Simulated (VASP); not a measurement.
# SrO (I4/mmm) in VASP: a series of runs

Runs on SrO. Level: LDA. Tasks: electric field gradients.

Everything below comes from runs of VASP 6.6.1. Logs are shortened: lines on timing, memory, paths and dates and some standing lists are left out, and cuts for length are marked.

## Step 1: The cell of the first run

Symmetry: I4/mmm, No. 139, tetragonal system. The conventional cell has a = 3.634 Å, b = 3.634 Å, c = 4.985 Å, α = 90.00°, β = 90.00°, γ = 90.00°. Within 3.3 Å of Sr (site symmetry 4/mmm) lie 6 O at 2.49 to 2.57 Å. O (site symmetry 4/mmm) has 6 Sr at 2.49 to 2.57 Å within 3.3 Å.

## Step 2: Electric field gradients, LDA (zz strain of -3 %)

Contents of INCAR:

```
SYSTEM = SrO
  PREC = Accurate
  ENCUT = 520
  EDIFF = 1E-8
  ISMEAR = -1
  SIGMA = 0.02
  LREAL = .False.
  LASPH = .True.
  NELM = 100
  ALGO = Normal
  ISIF = 2
  LWAVE = .False.
  LCHARG = .False.
  GGA = CA
  LEFG = .True.
  NBANDS = 15
```

Contents of KPOINTS:

```
Automatic mesh
0
Gamma
  8 8 8
  0 0 0
```

Contents of POSCAR:

```
SrO
1.0
    0.0000000000      2.5698000000      2.4927060000
    2.5698000000      0.0000000000      2.4927060000
    2.5698000000      2.5698000000      0.0000000000
Sr O
1 1
Direct
    0.0000000000      0.0000000000      0.0000000000
    0.5000000000      0.5000000000      0.5000000000
```

Potentials or basis: VASP PAW LDA potentials, release 64 (Sr_sv, O).

Launch:

```sh
$ cat potpaw_LDA.64/Sr_sv/POTCAR potpaw_LDA.64/O/POTCAR > POTCAR
$ mpirun -np 1 vasp_std > vasp.out
```

OUTCAR:

```text
SYSTEM = SrO
   PREC = Accurate
   ENCUT = 520
   EDIFF = 1E-8
   ISMEAR = -1
   LREAL = .False.
   LASPH = .True.
   NELM = 100
   ISIF = 2
   GGA = CA

 ion  position               nearest neighbor table
   1  0.000  0.000  0.000-   2 2.49   2 2.49   2 2.57   2 2.57   2 2.57   2 2.57
   2  0.500  0.500  0.500-   1 2.49   1 2.49   1 2.57   1 2.57   1 2.57   1 2.57

  LATTYP: Found a body centered tetragonal cell.
 ALAT       =     3.6342460126
 C/A-ratio  =     1.3717871555

  Lattice vectors:

 A1 = (   0.0000000000,  -2.5698000000,  -2.4927060000)
 A2 = (   0.0000000000,   2.5698000000,  -2.4927060000)
 A3 = (   2.5698000000,   0.0000000000,   2.4927060000)

Analysis of symmetry for initial positions (statically):
=====================================================================
 Subroutine PRICEL returns:
 Original cell was already a primitive cell.

 Routine SETGRP: Setting up the symmetry group for a
 body centered tetragonal supercell.

 Subroutine GETGRP returns: Found 16 space group operations
 (whereof 16 operations were pure point group operations)
 out of a pool of 16 trial point group operations.

The static configuration has the point symmetry D_4h.

Analysis of symmetry for dynamics (positions and initial velocities):
=====================================================================
 Subroutine PRICEL returns:
 Original cell was already a primitive cell.

 Routine SETGRP: Setting up the symmetry group for a
 body centered tetragonal supercell.

 Subroutine GETGRP returns: Found 16 space group operations
 (whereof 16 operations were pure point group operations)
 out of a pool of 16 trial point group operations.

The dynamic configuration has the point symmetry D_4h.

 Subroutine INISYM returns: Found 16 space group operations
 (whereof 16 operations are pure point group operations),
 and found     1 'primitive' translations

----------------------------------------------------------------------------------------

                                     Primitive cell

  volume of cell :      32.9230

  direct lattice vectors                    reciprocal lattice vectors
     0.000000000  2.569800000  2.492706000    -0.194567671  0.194567671  0.200585227
     2.569800000  0.000000000  2.492706000     0.194567671 -0.194567671  0.200585227
     2.569800000  2.569800000  0.000000000     0.194567671  0.194567671 -0.200585227

  length of vectors
     3.580147377  3.580147377  3.634246013     0.340510779  0.340510779  0.340510779

  position of ions in fractional coordinates (direct lattice)
     0.000000000  0.000000000  0.000000000
     0.500000000  0.500000000  0.500000000

  ion indices of the primitive-cell ions
   primitive index   ion index
                 1           1
                 2           2

----------------------------------------------------------------------------------------

 KPOINTS: Automatic mesh

Automatic generation of k-mesh.
 Grid dimensions read from file:
 generate k-points for:    8    8    8

 Generating k-lattice:

  Cartesian coordinates                     Fractional coordinates (reciprocal lattice)
    -0.024320959  0.024320959  0.025073153     0.125000000  0.000000000  0.000000000
     0.024320959 -0.024320959  0.025073153     0.000000000  0.125000000  0.000000000
     0.024320959  0.024320959 -0.025073153    -0.000000000 -0.000000000  0.125000000

  Length of vectors
     0.042563847  0.042563847  0.042563847

  Shift w.r.t. Gamma in fractional coordinates (k-lattice)
     0.000000000  0.000000000  0.000000000

 Subroutine IBZKPT returns following result:
 ===========================================

 Found     59 irreducible k-points:

 Following reciprocal coordinates:
            Coordinates               Weight
  0.000000  0.000000  0.000000      1.000000
  0.125000  0.000000  0.000000      8.000000
  0.250000  0.000000  0.000000      8.000000
  0.375000  0.000000  0.000000      8.000000
  0.500000  0.000000  0.000000      4.000000
  0.125000  0.125000  0.000000      2.000000
[... 16 lines left out ...]
  0.250000  0.000000  0.125000     16.000000
  0.375000 -0.000000  0.125000     16.000000
 [... further k-points ...]
   k-points           NKPTS =     59   k-points in BZ     NKDIM =     59   number of bands    NBANDS=     15
   number of dos      NEDOS =    301   number of ions     NIONS =      2
   total plane-waves  NPLWV =  21952
   dimension x,y,z NGX =    28 NGY =   28 NGZ =   28
   dimension x,y,z NGXF=    56 NGYF=   56 NGZF=   56
   ions per type =               1   1
   NGX,Y,Z   is equivalent  to a cutoff of  13.00, 13.00, 12.81 a.u.
   NGXF,Y,Z  is equivalent  to a cutoff of  26.00, 26.00, 25.62 a.u.
 SYSTEM =  SrO
   PREC   = accura    normal or accurate (medium, high low for compatibility)
   ISTART =      0    job   : 0-new  1-cont  2-samecut
   ICHARG =      2    charge: 1-file 2-atom 10-const
   ISPIN  =      1    spin polarized calculation?
   LNONCOLLINEAR =      F non collinear calculations
   LSORBIT =      F    spin-orbit coupling
   LASPH  =      T    aspherical Exc in radial PAW
   ENCUT  =  520.0 eV  38.22 Ry    6.18 a.u.   6.66  6.66  6.76*2*pi/ulx,y,z
   NELM   =    100;   NELMIN=  2; NELMDL= -5     # of ELM steps
   EDIFF  = 0.1E-07   stopping-criterion for ELM
   LREAL  =      F    real-space projection
   EDIFFG = 0.1E-06   stopping-criterion for IOM
   NSW    =      0    number of steps for IOM
   IBRION =     -1    ionic relax: 0-MD 1-quasi-New 2-CG
   NFREE  =      0    steps in history (QN), initial steepest desc. (CG)
   ISIF   =      2    stress and relaxation
   ISYM   =      2    0-nonsym 1-usesym 2-fastsym
   POTIM  = 0.5000    time-step for ionic-motion
   TEBEG  =    0.0;   TEEND  =   0.0 temperature during run
   PSTRESS=    0.0 pullay stress
   NELECT =      16.0000    total number of electrons
   NUPDOWN=      -1.0000    fix difference up-down
   EMIN   =  10.00;   EMAX   =-10.00  energy-range for DOS
   EFERMI =   0.00;   METHOD = LEGACY
   ISMEAR =    -1;   SIGMA  =   0.02  broadening in eV -4-tet -1-fermi 0-gaus
   EFERMI_NEDOS =   21; number of points for ismear=-14 and -15
   IALGO  =     38    algorithm
   IMIX   =      4    mixing-type and parameters
     AMIX     =   0.40;   BMIX     =  1.00
     AMIX_MAG =   1.60;   BMIX_MAG =  1.00
  volume/ion in A,a.u.               =      16.46       111.09
  Fermi-wavevector in a.u.,A,eV,Ry     =   1.287108  2.432281 22.540044  1.656647
  Thomas-Fermi vector in A             =   2.419142
   LORBIT       =      0    0 simple, 1 ext, 2 COOP (PROOUT), +10 PAW based schemes
   GGA     = CA    functional components
   LHFCALC =     F    Hartree Fock is set to
   AEXX    =    0.0000 exact exchange contribution
   IVDW    =     0    specifies the selected vdW correction
   LEPSILON=     F    determine dielectric tensor
   LRPA    =     F    only Hartree local field effects (RPA)
 non-spin polarized calculation
  energy-cutoff  :      520.00
  volume of cell :       32.92
 maximum number of plane-waves:       909
   NGX = 13   NGY = 13   NGZ = 13

 number of electron      15.9999995 magnetization

 Free energy of the ion-electron system (eV)
  ---------------------------------------------------
  ext. energy  EPLUGINS =         0.00000000
  ---------------------------------------------------
  free energy    TOTEN  =       -13.37719787 eV

  energy without entropy =      -13.37719787  energy(sigma->0) =      -13.37719787

 E-fermi :   2.0668     XC(G=0): -10.6762

 val. band max:        1.5926909074   @ k =   0.0000   0.0000   0.0000
 cond. band min:       4.4990588616   @ k =   0.5000   0.5000   0.0000
 fundamental gap:      2.9063679542
 Fermi energy:         2.0668036625

 k-point     1 :       0.0000    0.0000    0.0000
  band No.  band energies     occupation
      1     -30.4746      2.00000
      2     -13.3016      2.00000
      3     -12.1681      2.00000
      4     -12.1681      2.00000
      5     -12.1615      2.00000
      6       1.4586      2.00000
      7       1.4586      2.00000
      8       1.5927      2.00000
      9       5.5052      0.00000
     10       7.5973      0.00000
     11       7.5973      0.00000
     12       7.8385      0.00000
     13       9.7557      0.00000
     14      10.2259      0.00000
     15      14.0961      0.00000

 k-point     2 :       0.1250    0.0000    0.0000
  band No.  band energies     occupation
      1     -30.4506      2.00000
      2     -13.7155      2.00000
      3     -12.1863      2.00000
      4     -12.1742      2.00000
      5     -11.8058      2.00000
      6       1.0124      2.00000
      7       1.2508      2.00000
      8       1.3342      2.00000
      9       6.2236      0.00000
     10       7.5055      0.00000
     11       7.9313      0.00000
     12       8.0793      0.00000
     13      10.1848      0.00000
     14      10.6723      0.00000
     15      15.1541      0.00000

 k-point     3 :       0.2500    0.0000    0.0000
  band No.  band energies     occupation
      1     -30.3918      2.00000
      2     -14.3527      2.00000
      3     -12.2296      2.00000
      4     -12.1978      2.00000
      5     -11.3000      2.00000
      6       0.1435      2.00000
      7       0.8057      2.00000
      8       0.8481      2.00000
      9       7.4661      0.00000
     10       7.7820      0.00000
     11       8.8367      0.00000
     12       8.9200      0.00000
     13      11.2602      0.00000
     14      11.7700      0.00000
     15      17.3052      0.00000
[... 343 lines left out ...]
 k-point    23 :       0.2500    0.0000    0.1250
  band No.  band energies     occupation
      1     -30.3976      2.00000
      2     -14.1353      2.00000
      3     -12.2797      2.00000
      4     -12.2621      2.00000
      5     -11.4981      2.00000
      6       0.1688      2.00000
      7       1.0925      2.00000
      8       1.2542      2.00000
      9       6.6524      0.00000
     10       7.3774      0.00000
     11       9.0685      0.00000
     12       9.2764      0.00000
     13      10.9426      0.00000
     14      11.5682      0.00000
     15      17.2179      0.00000

 k-point    24 :       0.3750   -0.0000    0.1250
  band No.  band energies     occupation
      1     -30.3384      2.00000
      2     -14.5941      2.00000
      3     -12.3305      2.00000
      4     -12.3020      2.00000
      5     -11.2118      2.00000
      6      -0.2293      2.00000
      7       0.5929      2.00000
      8       0.8016      2.00000
      9       7.0791      0.00000
     10       8.6539      0.00000
     11      10.0503      0.00000
     12      10.2710      0.00000
     13      12.2321      0.00000
     14      12.5944      0.00000
     15      17.4034      0.00000

 [... further k-points ...]
[... 5 lines left out ...]
  --------------------------------------------------------------------------------------
  -------------------------------------------------------------------------------------
  Total       -0.4177837     -0.4177837      0.6049426      0.0000000      0.0000000      0.0000000
  in kB      -20.3311717    -20.3311717     29.4391367      0.0000000      0.0000000      0.0000000
  external PRESSURE =      -3.7410689 kB  Pullay stress =       0.0000000 kB

 VOLUME and BASIS-vectors are now :
 -----------------------------------------------------------------------------
  energy-cutoff  :      520.00
  volume of cell :       32.92
      direct lattice vectors                 reciprocal lattice vectors
     0.000000000  2.569800000  2.492706000    -0.194567671  0.194567671  0.200585227
     2.569800000  0.000000000  2.492706000     0.194567671 -0.194567671  0.200585227
     2.569800000  2.569800000  0.000000000     0.194567671  0.194567671 -0.200585227

 POSITION                                       TOTAL-FORCE (eV/Angst)
 -----------------------------------------------------------------------------------
      0.00000      0.00000      0.00000        -0.000000      0.000000      0.000000
      2.56980      2.56980      2.49271         0.000000      0.000000      0.000000
 -----------------------------------------------------------------------------------
    total drift:                                0.000000      0.000000      0.000000

  FREE ENERGIE OF THE ION-ELECTRON SYSTEM (eV)
  ---------------------------------------------------
  free  energy   TOTEN  =       -13.3771978735 eV

  energy  without entropy=      -13.3771978735  energy(sigma->0) =      -13.37719787

 Electric field gradients (V/A^2)
---------------------------------------------------------------------
 ion       V_xx      V_yy      V_zz      V_xy      V_xz      V_yz
---------------------------------------------------------------------
   1      17.222    17.222   -34.443     0.000     0.000     0.000
   2       5.746     5.746   -11.491    -0.001    -0.002    -0.002
---------------------------------------------------------------------

 Electric field gradients after diagonalization (V/A^2)
 (convention: |V_zz| > |V_xx| > |V_yy|)
----------------------------------------------------------------------
 ion       V_xx      V_yy      V_zz     asymmetry (V_yy - V_xx)/ V_zz
----------------------------------------------------------------------
   1      17.222    17.222   -34.443       0.000
   2       5.746     5.745   -11.491       0.000
----------------------------------------------------------------------

           NMR quadrupolar parameters

 Cq : quadrupolar parameter    Cq=e*Q*V_zz/h
 eta: asymmetry parameters     (V_yy - V_xx)/ V_zz
 Q  : nuclear electric quadrupole moment in mb (millibarn)
----------------------------------------------------------------------
 ion       Cq(MHz)       eta       Q (mb)
----------------------------------------------------------------------
   1      -0.083       0.000       1.000
   2      -0.028       0.000       1.000
----------------------------------------------------------------------
```

Wall time 15 s (1 thread of AMD EPYC 9R45 (Zen 5), shared host); peak memory 0.13 GiB.

Results:

```yaml
Free_energy: -13.3772 eV
Pressure: -0.4 GPa
Band_gap_on_the_k_mesh: 2.91 eV (least direct gap 3.07 eV)
Largest_electric_field_gradient_by_atom: Sr -34.4; O -11.5 V/Å²
```

Levels at points of the mesh, in eV from the valence-band top:
```tsv
k point	band 6	band 7	band 8	band 9	band 10	band 11
(0.00, 0.00, 0.00)	-0.13	-0.13	0.00	3.91	6.00	6.00
(0.50, 0.00, 0.00)	-2.40	-1.32	-1.32	6.49	8.42	8.87
(0.50, 0.50, 0.00)	-0.31	-0.20	-0.20	2.91	7.93	10.30
(0.50, 0.00, 0.50)	-0.52	-0.21	-0.04	3.03	7.89	10.32
```

Electric field gradients, principal values (V/Å²):
```
atom   least  middle  greatest (by size)
1 Sr  17.222  17.222             -34.443
 2 O   5.745   5.746             -11.491
```

Caveat: the cell differs from its parent crystal (zz strain of -3 %); without QUAD_EFG the Cq values of the log hold for a quadrupole moment of 1 mb, not for the nuclei. A k mesh can miss the band edges.

## Step 3: Electric field gradients, LDA (equal xx and yy strain of -2 %)

Contents of INCAR:

```
SYSTEM = SrO
ALGO = Normal ; EDIFF = 1E-8
ENCUT = 520 ; GGA = CA
ISIF = 2 ; ISMEAR = -1
LASPH = .TRUE. ; LCHARG = .FALSE.
LEFG = .TRUE. ; LREAL = .FALSE.
LWAVE = .FALSE. ; NBANDS = 15
NELM = 80 ; PREC = Accurate
SIGMA = 0.02
```

Contents of KPOINTS:

```
k-points
0
G
  8 8 8
  0 0 0
```

Contents of POSCAR:

```
SrO
1.0
    0.0000000000      2.5184040000      2.5698000000
    2.5184040000      0.0000000000      2.5698000000
    2.5184040000      2.5184040000      0.0000000000
Sr O
1 1
Direct
    0.0000000000      0.0000000000      0.0000000000
    0.5000000000      0.5000000000      0.5000000000
```

Potentials or basis: VASP PAW LDA potentials, release 64 (Sr_sv, O).

Launch:

```sh
$ cat potpaw_LDA.64/Sr_sv/POTCAR potpaw_LDA.64/O/POTCAR > POTCAR
$ mpirun -np 1 vasp_std > vasp.out
```

OUTCAR:

```text
SYSTEM = SrO
   EDIFF = 1E-8
   ENCUT = 520
   GGA = CA
   ISIF = 2
   ISMEAR = -1
   LASPH = .TRUE.
   LREAL = .FALSE.
   NELM = 80
   PREC = Accurate

 ion  position               nearest neighbor table
   1  0.000  0.000  0.000-   2 2.52   2 2.52   2 2.52   2 2.52   2 2.57   2 2.57
   2  0.500  0.500  0.500-   1 2.52   1 2.52   1 2.52   1 2.52   1 2.57   1 2.57

  LATTYP: Found a body centered tetragonal cell.
 ALAT       =     3.5615610923
 C/A-ratio  =     1.4430750636

  Lattice vectors:

[... 645 lines left out ...]
  ---------------------------------------------------
  free  energy   TOTEN  =       -13.3829162035 eV

  energy  without entropy=      -13.3829162035  energy(sigma->0) =      -13.38291620

 Electric field gradients (V/A^2)
---------------------------------------------------------------------
 ion       V_xx      V_yy      V_zz      V_xy      V_xz      V_yz
---------------------------------------------------------------------
   1     -11.114   -11.114    22.228     0.000     0.000     0.000
   2      -3.724    -3.724     7.448    -0.002    -0.001    -0.001
---------------------------------------------------------------------

 Electric field gradients after diagonalization (V/A^2)
 (convention: |V_zz| > |V_xx| > |V_yy|)
----------------------------------------------------------------------
 ion       V_xx      V_yy      V_zz     asymmetry (V_yy - V_xx)/ V_zz
----------------------------------------------------------------------
   1     -11.114   -11.114    22.228       0.000
   2      -3.726    -3.722     7.448       0.001
----------------------------------------------------------------------

           NMR quadrupolar parameters

 Cq : quadrupolar parameter    Cq=e*Q*V_zz/h
 eta: asymmetry parameters     (V_yy - V_xx)/ V_zz
 Q  : nuclear electric quadrupole moment in mb (millibarn)
----------------------------------------------------------------------
 ion       Cq(MHz)       eta       Q (mb)
----------------------------------------------------------------------
   1       0.054       0.000       1.000
   2       0.018       0.001       1.000
----------------------------------------------------------------------
```

OSZICAR:

```text
N       E                     dE             d eps       ncg     rms          rms(c)
DAV:   1     0.684342335746E+02    0.68434E+02   -0.85277E+03  1778   0.105E+03
DAV:   2    -0.124399645364E+02   -0.80874E+02   -0.72676E+02  2425   0.225E+02
DAV:   3    -0.155260477049E+02   -0.30861E+01   -0.30686E+01  2308   0.398E+01
DAV:   4    -0.155812324615E+02   -0.55185E-01   -0.55176E-01  2190   0.511E+00
DAV:   5    -0.155826405261E+02   -0.14081E-02   -0.14081E-02  2259   0.616E-01    0.187E+01
DAV:   6    -0.136026509121E+02    0.19800E+01   -0.62535E+00  1812   0.197E+01    0.226E+01
DAV:   7    -0.134317419314E+02    0.17091E+00   -0.31781E-01  2134   0.503E+00    0.125E+01
DAV:   8    -0.133820354776E+02    0.49706E-01   -0.13125E-01  2337   0.326E+00    0.144E+00
DAV:   9    -0.133829873531E+02   -0.95188E-03   -0.56816E-03  2755   0.445E-01    0.331E-01
DAV:  10    -0.133828991489E+02    0.88204E-04   -0.17378E-04  2036   0.134E-01    0.179E-01
DAV:  11    -0.133829148117E+02   -0.15663E-04   -0.69317E-05  2078   0.813E-02    0.197E-02
DAV:  12    -0.133829161685E+02   -0.13568E-05   -0.47144E-06  2064   0.174E-02    0.452E-03
DAV:  13    -0.133829161953E+02   -0.26791E-07   -0.20844E-07  2085   0.434E-03    0.220E-03
DAV:  14    -0.133829162035E+02   -0.81757E-08   -0.16108E-08  1870   0.124E-03
   1 F= -.13382916E+02 E0= -.13382916E+02  d E =-.481144E-13
```

stdout:

```text
POSCAR found type information on POSCAR SrO
 POSCAR found :  2 types and       2 ions
 scaLAPACK will be used
 LDA part: xc-table for (Slater(with rela. corr.)+CA(PZ))
 , standard interpolation
 POSCAR, INCAR and KPOINTS ok, starting setup
 FFT: planning ... GRIDC
 FFT: planning ... GRID_SOFT
 FFT: planning ... GRID
 WAVECAR not read
 entering main loop
ion   1

ion   2
```

Run time: 42 s. Hardware: 1 thread of Intel Xeon 8259CL, shared host; peak memory 0.16 GiB.

What came out:

| Property | Result |
| --- | --- |
| Free energy | -13.3829 eV |
| Pressure | 0.5 GPa |
| Band gap on the k mesh | 3.01 eV (least direct gap 3.05 eV) |
| Largest electric field gradient by atom | Sr +22.2; O +7.4 V/Å² |

Electric field gradients, principal values (V/Å²):
```
atom    least   middle  greatest (by size)
1 Sr  -11.114  -11.114              22.228
 2 O   -3.722   -3.726               7.448
```

Caveat: the cell differs from its parent crystal (equal xx and yy strain of -2 %); without QUAD_EFG the Cq values of the log hold for a quadrupole moment of 1 mb, not for the nuclei. A k mesh can miss the band edges.

(Part 1 of 2 ends here.)
